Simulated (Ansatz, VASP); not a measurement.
# Two plane-wave programs on AlN

File INCAR:

```
PREC     = Accurate       # precision mode
ENCUT    = 600            # plane-wave cutoff, eV
EDIFF    = 1E-6           # SCF threshold, eV
ISMEAR   = -1             # smearing method
SIGMA    = 0.08           # smearing width, eV
LREAL    = F              # projectors in reciprocal space
LASPH    = T              # aspherical terms in the spheres
NELM     = 100            # most SCF steps
ALGO     = Normal         # electronic algorithm
ISIF     = 3              # what is computed and relaxed
LWAVE    = F              # write WAVECAR
LCHARG   = F              # write CHGCAR
GGA      = PE             # functional
IBRION   = 2              # ionic algorithm
NSW      = 100            # ionic steps
EDIFFG   = -0.005         # ionic threshold
```

Contents of KPOINTS:

```
regular mesh
0
Gamma
  13 13 13
```

File POSCAR:

```
AlN
1.0
    0.0000000000      2.2322827293      2.2322827293
    2.2322827293      0.0000000000      2.2322827293
    2.2322827293      2.2322827293      0.0000000000
Al N
1 1
Direct
    0.0000000000      0.0000000000      0.0000000000
    0.2500000000      0.2500000000      0.2500000000
```

Input for Ansatz:

```yaml
crystal:
  lattice:
    - [0.0, 2.2322827293, 2.2322827293]
    - [2.2322827293, 0.0, 2.2322827293]
    - [2.2322827293, 2.2322827293, 0.0]
  atoms:
    - { symbol: Al, position: [0.0, 0.0, 0.0] }
    - { symbol: "N", position: [0.25, 0.25, 0.25] }
kpoints:
  mp_grid: { grid: [13, 13, 13] }
scf:
  occupations: { method: fermi_dirac, width: 0.08 }
hamiltonian:
  xc: pbe
  pseudopotentials: { kind: paw }
output:
  forces: true
  stress: true
relax:
  f_tol: 0.005
  max_steps: 80
  cell: {}
```

Alike in both runs: task relaxation of cell and atoms; functional PBE; k mesh 13 × 13 × 13; occupations fermi-dirac, width 0.08 eV; no spin polarisation.

|  | VASP | Ansatz |
| --- | --- | --- |
| version | VASP 6.6.1 | Ansatz 0.2.0 |
| potentials or method | VASP PAW PBE potentials, release 64 (Al, N) | PAW with Ansatz's default frozen-core files, scalar-relativistic |
| plane-wave cutoff (eV) | 600 | 420 |
| valence electrons in the cell | 8 | 8 |

Ansatz gave:

| Property | Result |
| --- | --- |
| relaxed volume (Å³/atom) | 10.67 |
| relaxed cell length with the largest relative difference (Å) | 3.114 |

**Question.** What did VASP give for the same quantities?

**Answer.** Relaxed volume (Å³/atom): 10.65; relaxed cell length with the largest relative difference (Å): 3.111.
